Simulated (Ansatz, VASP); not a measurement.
Pt2S: VASP beside Ansatz

Contents of INCAR:

```
  PREC = Accurate
  ENCUT = 600
  EDIFF = 1E-7
  ISMEAR = 0
  SIGMA = 0.1
  LREAL = False
  LASPH = True
  NELM = 60
  ALGO = Normal
  ISIF = 3
  LWAVE = False
  LCHARG = False
  GGA = PE
  IBRION = 2
  NSW = 100
  EDIFFG = -0.01
```

KPOINTS

```
Automatic mesh
0
Gamma
  14 14 14
```

Contents of POSCAR:

```
Pt2S
1.0
    0.0000000000      2.9313773070      2.9313773070
    2.9313773070      0.0000000000      2.9313773070
    2.9313773070      2.9313773070      0.0000000000
Pt S
2 1
Direct
    0.2500000000      0.2500000000      0.2500000000
    0.7500000000      0.7500000000      0.7500000000
    0.0000000000      0.0000000000      0.0000000000
```

Input for Ansatz:

```yaml
crystal:
  lattice:
    - [0.0, 2.931377307, 2.931377307]
    - [2.931377307, 0.0, 2.931377307]
    - [2.931377307, 2.931377307, 0.0]
  atoms:
    - { symbol: Pt, position: [0.25, 0.25, 0.25] }
    - { symbol: Pt, position: [0.75, 0.75, 0.75] }
    - { symbol: S, position: [0.0, 0.0, 0.0] }
basis:
  ecutwfc: 420
kpoints:
  mp_grid: { grid: [14, 14, 14] }
hamiltonian:
  xc: pbe
scf:
  occupations: { method: gaussian, width: 0.1 }
output:
  forces: true
  stress: true
  eigenvalues: true
relax:
  adjacent_minimum: "off"
  f_tol: 0.01
  max_steps: 80
  cell: { stress_tol: 0.05 }
```

Alike in both runs: task relaxation of cell and atoms; functional PBE; k mesh 14 × 14 × 14; occupations gaussian, width 0.1 eV; no spin polarisation.

|  | VASP | Ansatz |
| --- | --- | --- |
| version | VASP 6.6.1 | Ansatz 0.2.0 |
| potentials or method | VASP PAW PBE potentials, release 64 (Pt, S), cutoff 600 eV | scalar-relativistic, plane waves, PAW |
| valence electrons in the cell | 26 | 42 |

|  | VASP | Ansatz | Ansatz less VASP |
| --- | --- | --- | --- |
| gap on the k mesh at the Fermi level, each at its own relaxed structure (eV) | none | none | - |
| relaxed volume (Å³/atom) | 16.80 | 16.82 | +0.014 |
| relaxed length of the cell vector where the two differ most in proportion (Å) | 4.146 | 4.148 | +0.0012 |

A gap of «none» marks a metal or a gap that the smearing closes. VASP's potentials hold 26 valence electrons a cell and Ansatz's 42, so a difference there can come from the potentials and not from the codes.

Spin-orbit coupling is off throughout.
